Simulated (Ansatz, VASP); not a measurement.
**Two plane-wave programs on As**

File INCAR:

```
SYSTEM = As
  PREC = Accurate
  ENCUT = 600
  EDIFF = 1E-6
  ISMEAR = 0
  SIGMA = 0.1
  LREAL = .False.
  LASPH = .True.
  NELM = 100
  ALGO = Normal
  ISIF = 3
  LWAVE = .False.
  LCHARG = .False.
  GGA = PS
  IBRION = 2
  NSW = 90
  EDIFFG = -0.04
```

Contents of KPOINTS:

```
regular mesh
0
Gamma
  6 6 6
  0 0 0
```

Contents of POSCAR:

```
As
1.0
    0.0000000000      2.8264095920      2.8264095920
    2.8264095920      0.0000000000      2.8264095920
    2.8264095920      2.8264095920      0.0000000000
As
2
Direct
    0.5000000000      0.5000000000      0.5000000000
    0.7500000000      0.7500000000      0.7500000000
```

Input for Ansatz:

```yaml
crystal:
  lattice:
    - [0.0, 2.826409592, 2.826409592]
    - [2.826409592, 0.0, 2.826409592]
    - [2.826409592, 2.826409592, 0.0]
  atoms:
    - { symbol: As, position: [0.5, 0.5, 0.5] }
    - { symbol: As, position: [0.75, 0.75, 0.75] }
basis:
  ecutwfc: 420
kpoints:
  mp_grid: { grid: [6, 6, 6] }
hamiltonian:
  xc: pbesol
scf:
  occupations: { method: gaussian, width: 0.1 }
  lower_state_search: "off"
output:
  forces: true
  stress: true
  eigenvalues: true
relax:
  adjacent_minimum: "off"
  f_tol: 0.04
  max_steps: 70
  cell: { stress_tol: 0.4 }
```

Alike in both runs: task relaxation of cell and atoms; functional PBEsol; k mesh 6 × 6 × 6; occupations gaussian, width 0.1 eV; no spin polarisation.

|  | VASP | Ansatz |
| --- | --- | --- |
| version | VASP 6.6.1 | Ansatz 0.2.0 |
| potentials or method | VASP PAW PBE potentials, release 64 (As), cutoff 600 eV | scalar-relativistic, plane waves, PAW |
| valence electrons in the cell | 10 | 30 |

|  | VASP | Ansatz | Ansatz less VASP |
| --- | --- | --- | --- |
| gap on the k mesh at the Fermi level, each at its own relaxed structure (eV) | none | none | - |
| relaxed volume (Å³/atom) | 27.63 | 27.43 | -0.206 |
| relaxed cell length with the largest relative difference (Å) | 4.276 | 4.265 | -0.0107 |

VASP's potentials were made for PBE, not for PBEsol. A gap of «none» marks a metal or a gap that the smearing closes. VASP's potentials hold 10 valence electrons a cell and Ansatz's 30, so a difference there can come from the potentials and not from the codes.

Noted on VASP's run: the volume moved by over 15 % at a fixed basis, so the end points are rough.
